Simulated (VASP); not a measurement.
# BaTiO3 (Amm2) in VASP: a series of runs

Runs on BaTiO3. Level: PBE. Tasks: single point.

All numbers are computed with VASP 6.6.1; they aren't measurements. Logs are shortened: lines on timing, memory, paths and dates and some standing lists are left out, and cuts for length are marked.

## (1) The cell of the first run

It takes space group Amm2 (No. 38, orthorhombic). Conventional cell: a = 4.019 Å, b = 5.684 Å, c = 5.684 Å, α = 90.00°, β = 90.00°, γ = 90.00°. Within 3.6 Å of Ba (site symmetry mm2) lie 12 O at 2.72 to 2.97 Å and 8 Ti at 3.38 to 3.58 Å. Ti (site symmetry mm2) has 6 O at 2.01 Å within 2.7 Å. O (site symmetry m) has 2 Ti at 2.01 Å within 2.7 Å. O (site symmetry mm2) has 2 Ti at 2.01 Å within 2.7 Å.

## (2) Single point, PBE (all Ba atoms moved +0.125 Å, as atom 1 along Cartesian [1 -1 0])

File INCAR:

```
SYSTEM = BaTiO3
PREC = Accurate
ENCUT = 520
EDIFF = 1E-6
ISMEAR = 0
SIGMA = 0.05
LREAL = .FALSE.
LASPH = .TRUE.
NELM = 80
ALGO = Normal
ISIF = 2
LWAVE = .FALSE.
LCHARG = .FALSE.
GGA = PE
NBANDS = 28
```

File KPOINTS:

```
regular mesh
0
G
  8 8 8
  0 0 0
```

File POSCAR:

```
BaTiO3
1.0
    4.0192501416      0.0000000000      0.0000000000
    0.0000000000      4.0192501416      0.0000000000
    0.0000000000      0.0000000000      4.0192501416
Ba Ti O
1 1 3
Direct
    0.5219912532      0.4780087468      0.5000000000
    0.0000000000      0.0000000000      0.0000000000
    0.5000000000      0.0000000000      0.0000000000
    0.0000000000      0.5000000000      0.0000000000
    0.0000000000      0.0000000000      0.5000000000
```

Potentials or basis: VASP PAW PBE potentials, release 64 (Ba_sv, Ti_sv, O).

Command:

```console
$ cat potpaw_PBE.64/Ba_sv/POTCAR potpaw_PBE.64/Ti_sv/POTCAR potpaw_PBE.64/O/POTCAR > POTCAR
$ mpirun -np 1 vasp_std > vasp.out
```

OUTCAR:

```text
SYSTEM = BaTiO3
   PREC = Accurate
   ENCUT = 520
   EDIFF = 1E-6
   ISMEAR = 0
   LREAL = .FALSE.
   LASPH = .TRUE.
   NELM = 80
   ISIF = 2
   GGA = PE

 ion  position               nearest neighbor table
   1  0.522  0.478  0.500-   5 2.72   4 2.78   3 2.78   3 2.78   4 2.78   5 2.84   5 2.84   3 2.91
                             4 2.91   3 2.91   4 2.91   5 2.97   2 3.38   2 3.38   2 3.48   2 3.48
   2  0.000  0.000  0.000-   3 2.01   4 2.01   5 2.01   5 2.01   4 2.01   3 2.01   1 3.38   1 3.38
                             1 3.48   1 3.48   1 3.48   1 3.48   1 3.58   1 3.58
   3  0.500  0.000  0.000-   2 2.01   2 2.01   1 2.78   1 2.78   1 2.91   1 2.91
   4  0.000  0.500  0.000-   2 2.01   2 2.01   1 2.78   1 2.78   1 2.91   1 2.91
   5  0.000  0.000  0.500-   2 2.01   2 2.01   1 2.72   1 2.84   1 2.84   1 2.97

  LATTYP: Found a simple cubic cell.
 ALAT       =     4.0192501416

  Lattice vectors:

 A1 = (   4.0192501416,   0.0000000000,   0.0000000000)
 A2 = (   0.0000000000,   4.0192501416,   0.0000000000)
 A3 = (   0.0000000000,   0.0000000000,   4.0192501416)

Analysis of symmetry for initial positions (statically):
=====================================================================
 Subroutine PRICEL returns:
 Original cell was already a primitive cell.

 Routine SETGRP: Setting up the symmetry group for a
 simple cubic supercell.

 Subroutine GETGRP returns: Found  4 space group operations
 (whereof  4 operations were pure point group operations)
 out of a pool of 48 trial point group operations.

The static configuration has the point symmetry C_2v.

Analysis of symmetry for dynamics (positions and initial velocities):
=====================================================================
 Subroutine PRICEL returns:
 Original cell was already a primitive cell.

 Routine SETGRP: Setting up the symmetry group for a
 simple cubic supercell.

 Subroutine GETGRP returns: Found  4 space group operations
 (whereof  4 operations were pure point group operations)
 out of a pool of 48 trial point group operations.

The dynamic configuration has the point symmetry C_2v.

 Subroutine INISYM returns: Found  4 space group operations
 (whereof  4 operations are pure point group operations),
 and found     1 'primitive' translations

[... 94 lines left out ...]
   ISPIN  =      1    spin polarized calculation?
   LNONCOLLINEAR =      F non collinear calculations
   LSORBIT =      F    spin-orbit coupling
   LASPH  =      T    aspherical Exc in radial PAW
   ENCUT  =  520.0 eV  38.22 Ry    6.18 a.u.   7.47  7.47  7.47*2*pi/ulx,y,z
   NELM   =     80;   NELMIN=  2; NELMDL= -5     # of ELM steps
   EDIFF  = 0.1E-05   stopping-criterion for ELM
   LREAL  =      F    real-space projection
   EDIFFG = 0.1E-04   stopping-criterion for IOM
   NSW    =      0    number of steps for IOM
   IBRION =     -1    ionic relax: 0-MD 1-quasi-New 2-CG
   NFREE  =      0    steps in history (QN), initial steepest desc. (CG)
   ISIF   =      2    stress and relaxation
   ISYM   =      2    0-nonsym 1-usesym 2-fastsym
   POTIM  = 0.5000    time-step for ionic-motion
   TEBEG  =    0.0;   TEEND  =   0.0 temperature during run
   PSTRESS=    0.0 pullay stress
   NELECT =      40.0000    total number of electrons
   NUPDOWN=      -1.0000    fix difference up-down
   EMIN   =  10.00;   EMAX   =-10.00  energy-range for DOS
   EFERMI =   0.00;   METHOD = LEGACY
   ISMEAR =     0;   SIGMA  =   0.05  broadening in eV -4-tet -1-fermi 0-gaus
   EFERMI_NEDOS =   21; number of points for ismear=-14 and -15
   IALGO  =     38    algorithm
   IMIX   =      4    mixing-type and parameters
     AMIX     =   0.40;   BMIX     =  1.00
     AMIX_MAG =   1.60;   BMIX_MAG =  1.00
  volume/ion in A,a.u.               =      12.99        87.63
  Fermi-wavevector in a.u.,A,eV,Ry     =   1.392996  2.632380 26.401250  1.940437
  Thomas-Fermi vector in A             =   2.516685
   LORBIT       =      0    0 simple, 1 ext, 2 COOP (PROOUT), +10 PAW based schemes
   GGA     = PE    functional components
   LHFCALC =     F    Hartree Fock is set to
   AEXX    =    0.0000 exact exchange contribution
   IVDW    =     0    specifies the selected vdW correction
   LEPSILON=     F    determine dielectric tensor
   LRPA    =     F    only Hartree local field effects (RPA)
 non-spin polarized calculation
 Gauss-broadening in eV      SIGMA  =   0.05
  energy-cutoff  :      520.00
  volume of cell :       64.93
 maximum number of plane-waves:      1775
 NGX is ok and might be reduce to    30
   NGX = 15   NGY = 15   NGZ = 15

 number of electron      39.9999976 magnetization

 Free energy of the ion-electron system (eV)
  ---------------------------------------------------
  ext. energy  EPLUGINS =         0.00000000
  ---------------------------------------------------
  free energy    TOTEN  =       -39.93210514 eV

  energy without entropy =      -39.93210514  energy(sigma->0) =      -39.93210514

 E-fermi :   3.9526     XC(G=0): -11.1898

 val. band max:        3.7260691024   @ k =   0.5000   0.5000   0.5000
 cond. band min:       5.4403473014   @ k =   0.0000   0.0000   0.0000
 fundamental gap:      1.7142781991
 Fermi energy:         3.9525681892

 k-point     1 :       0.0000    0.0000    0.0000
  band No.  band energies     occupation
      1     -52.9622      2.00000
      2     -29.1682      2.00000
      3     -29.1671      2.00000
      4     -29.1655      2.00000
      5     -21.0959      2.00000
      6     -13.1359      2.00000
[... 733 lines left out ...]
     27      10.9277      0.00000
     28      12.2631      0.00000

 [... further k-points ...]
[... 5 lines left out ...]
  --------------------------------------------------------------------------------------
  -------------------------------------------------------------------------------------
  Total        0.8770424      0.8770424      0.9146673     -0.1880128      0.0000000      0.0000000
  in kB       21.6419334     21.6419334     22.5703665     -4.6394125      0.0000000      0.0000000
  external PRESSURE =      21.9514111 kB  Pullay stress =       0.0000000 kB

 VOLUME and BASIS-vectors are now :
 -----------------------------------------------------------------------------
  energy-cutoff  :      520.00
  volume of cell :       64.93
      direct lattice vectors                 reciprocal lattice vectors
     4.019250142  0.000000000  0.000000000     0.248802629  0.000000000  0.000000000
     0.000000000  4.019250142  0.000000000     0.000000000  0.248802629  0.000000000
     0.000000000  0.000000000  4.019250142     0.000000000  0.000000000  0.248802629

 POSITION                                       TOTAL-FORCE (eV/Angst)
 -----------------------------------------------------------------------------------
      2.09801      1.92124      2.00963        -0.570460      0.570460      0.000000
      0.00000      0.00000      0.00000         0.297037     -0.297037      0.000000
      2.00963      0.00000      0.00000         0.106598     -0.078639      0.000000
      0.00000      2.00963      0.00000         0.078639     -0.106598      0.000000
      0.00000      0.00000      2.00963         0.088186     -0.088186      0.000000
 -----------------------------------------------------------------------------------
    total drift:                                0.000373     -0.000373      0.000000

  FREE ENERGIE OF THE ION-ELECTRON SYSTEM (eV)
  ---------------------------------------------------
  free  energy   TOTEN  =       -39.9321051405 eV

  energy  without entropy=      -39.9321051405  energy(sigma->0) =      -39.93210514
```

OSZICAR:

```text
N       E                     dE             d eps       ncg     rms          rms(c)
DAV:   1     0.426308645720E+03    0.42631E+03   -0.20478E+04  5880   0.152E+03
DAV:   2    -0.766987686654E+01   -0.43398E+03   -0.41272E+03  6820   0.414E+02
DAV:   3    -0.489582659279E+02   -0.41288E+02   -0.40887E+02  6820   0.133E+02
DAV:   4    -0.509804707924E+02   -0.20222E+01   -0.20186E+01  9420   0.262E+01
DAV:   5    -0.510130320484E+02   -0.32561E-01   -0.32551E-01  7352   0.320E+00    0.227E+01
DAV:   6    -0.401690605868E+02    0.10844E+02   -0.57791E+01  8336   0.657E+01    0.989E+00
DAV:   7    -0.401061591768E+02    0.62901E-01   -0.10267E+01  7880   0.230E+01    0.652E+00
DAV:   8    -0.399274779560E+02    0.17868E+00   -0.65476E-01  7304   0.700E+00    0.345E+00
DAV:   9    -0.399650726764E+02   -0.37595E-01   -0.37533E-01  8320   0.520E+00    0.166E+00
DAV:  10    -0.399367708336E+02    0.28302E-01   -0.19089E-01  6924   0.444E+00    0.566E-01
DAV:  11    -0.399321250757E+02    0.46458E-02   -0.20553E-02  8096   0.946E-01    0.150E-01
DAV:  12    -0.399323177355E+02   -0.19266E-03   -0.20658E-03  7116   0.418E-01    0.127E-01
DAV:  13    -0.399321044394E+02    0.21330E-03   -0.83151E-04  6960   0.302E-01    0.185E-02
DAV:  14    -0.399321042500E+02    0.18945E-06   -0.29267E-05  7036   0.411E-02    0.113E-02
DAV:  15    -0.399321051405E+02   -0.89060E-06   -0.59708E-06  6944   0.205E-02
   1 F= -.39932105E+02 E0= -.39932105E+02  d E =-.125423E-12
```

stdout:

```text
POSCAR found type information on POSCAR BaTiO
 POSCAR found :  3 types and       5 ions
 scaLAPACK will be used
 LDA part: xc-table for (Slater+PW92), standard interpolation
 POSCAR, INCAR and KPOINTS ok, starting setup
 FFT: planning ... GRIDC
 FFT: planning ... GRID_SOFT
 FFT: planning ... GRID
 WAVECAR not read
 entering main loop
```

It took 3.3 min on 1 thread of Intel Xeon Platinum 8175M at 2.50GHz (Skylake/Cascade Lake), shared host; peak memory 0.31 GiB.

What came out:

```
Free energy            : -39.9321 eV
Pressure               : 2.2 GPa
Largest force          : 0.807 eV/Å
Band gap on the k mesh : 1.71 eV, indirect (least direct gap 1.87 eV)
```

Forces in eV/Å, atoms in the order of the input:
```
Ba  -0.570  0.570  0.000
Ti   0.297 -0.297  0.000
O    0.107 -0.079  0.000
O    0.079 -0.107  0.000
O    0.088 -0.088  0.000
```

Stress tensor (GPa, compression positive):
```
 2.16 -0.46  0.00
-0.46  2.16  0.00
 0.00  0.00  2.26
```

Caveat: the cell differs from its parent crystal (all Ba atoms moved +0.125 Å, as atom 1 along Cartesian [1 -1 0]); spin-orbit coupling is left out, which moves the levels of the heavy elements.

(Continued in part 2 of 2.)
